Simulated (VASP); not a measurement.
Input of a VASP 6.6.1 run:

File POSCAR:

```
Ni3Ge
1.0
    3.5303341067      0.0000000000      0.0000000000
    0.0000000000      3.5303341067      0.0000000000
    0.0000000000      0.0000000000      3.5303341067
Ni Ge
3 1
Direct
    0.5000000000      0.0000000000      0.5000000000
    0.0000000000      0.5000000000      0.5000000000
    0.5000000000      0.5000000000      0.0000000000
    0.0000000000      0.0000000000      0.0000000000
```

The input INCAR.step1:

```
SYSTEM = Ni3Ge
ALGO = Normal
EDIFF = 1E-4
ENCUT = 520
GGA = PE
ISMEAR = 0
LASPH = .True.
LCHARG = .False.
LREAL = .False.
LWAVE = .True.
NBANDS = 30
NELM = 60
PREC = Accurate
SIGMA = 0.5
```

INCAR.step2

```
SYSTEM = Ni3Ge
ALGO = Normal
EDIFF = 1E-6
ENCUT = 520
ISIF = 2
ISMEAR = 0
ISTART = 1
LASPH = .True.
LCHARG = .False.
LMIXTAU = .True.
LREAL = .False.
LWAVE = .False.
METAGGA = R2SCAN
NBANDS = 30
NELM = 60
PREC = Accurate
SIGMA = 0.5
```

KPOINTS

```
k-points
0
Gamma
  12 12 12
  0 0 0
```

Potentials or basis: VASP PAW PBE potentials, release 64 (Ni, Ge_d).

The run is started by

```bash
$ cat potpaw_PBE.64/Ni/POTCAR potpaw_PBE.64/Ge_d/POTCAR > POTCAR
$ cp INCAR.step1 INCAR
$ mpirun -np 1 vasp_std > vasp.out
$ cp INCAR.step2 INCAR
$ mpirun -np 1 vasp_std > vasp.out
```

Question: Predict the pressure.

Answer: 1.5 GPa.

Question: Estimate the band gap on the k mesh.

Answer: Zero (band 22 reaches 10.19 eV, above the bottom of band 23 at 9.93 eV).

Caveat: the PAW data sets were made with another functional, which shifts forces and pressure a little. Spin polarisation is off, so any magnetic state and its effect on volume and gap are missing.
